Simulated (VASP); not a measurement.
**Al2Cu: single point with LDA**

Crystal: Al2Cu.

```xyz
3
Lattice="-1.9278 1.9278 2.9012 1.9278 -1.9278 2.9012 2.0348 2.0348 -2.9012" Properties=species:S:1:pos:R:3 pbc="T T T"
Al    0.0535    1.9813    1.4506
Al    1.9813    0.0535    1.4506
Cu    0.0000    0.0000    2.9012
```

This cell differs from its parent crystal: strain +e along x and -e along y -0.0267, strain +e along z and -e/2 along x and y +0.0233.

| Property | Result |
| --- | --- |
| Program | VASP 6.6.1 |
| Task | single point |
| Functional | LDA |
| Potentials or basis | VASP PAW LDA potentials, release 64 (Al, Cu) |
| Cutoff | 520 eV |
| k mesh | 14 × 14 × 14 |
| Occupations | gaussian, width 0.15 eV |
| Spin | no spin polarisation |
| Dipole correction | no |
| Further INCAR settings | ALGO = Fast; EDIFF = 1e-07; NBANDS = 16 |

The pressure is 0.7 GPa and the band gap on the k mesh is zero (an odd number of electrons rules out a gap without spin polarisation).

Stress tensor (GPa, compression positive):
```
 2.02 -3.37  0.00
-3.37  2.02  0.00
 0.00  0.00 -2.03
```

Levels at points of the mesh, in eV from the Fermi level:
| k point | band 6 | band 7 | band 8 | band 9 | band 10 | band 11 | band 12 | band 13 |
| --- | --- | --- | --- | --- | --- | --- | --- | --- |
| (0.00, 0.00, 0.00) | -4.17 | 2.62 | 2.76 | 2.83 | 3.22 | 3.24 | 3.33 | 4.55 |
| (0.50, 0.00, 0.00) | -4.15 | -4.10 | 0.36 | 0.84 | 2.83 | 2.94 | 4.28 | 4.58 |
| (0.50, 0.50, 0.00) | -4.07 | -3.78 | -2.32 | -2.26 | -0.02 | 1.29 | 9.22 | 10.61 |
| (0.00, 0.00, 0.50) | -4.07 | -3.92 | -2.15 | -1.69 | 0.65 | 1.64 | 9.03 | 9.98 |
| (0.50, 0.50, 0.50) | -4.07 | -3.95 | -2.07 | -1.66 | 0.75 | 1.69 | 9.06 | 10.15 |

Wall time 6.3 min on 1 thread of Intel(R) Xeon(R) Platinum 8488C (Sapphire Rapids) (shared host), peak memory 0.39 GiB.

Caveat: the cell differs from its parent crystal (strain +e along x and -e along y -0.0267, strain +e along z and -e/2 along x and y +0.0233).
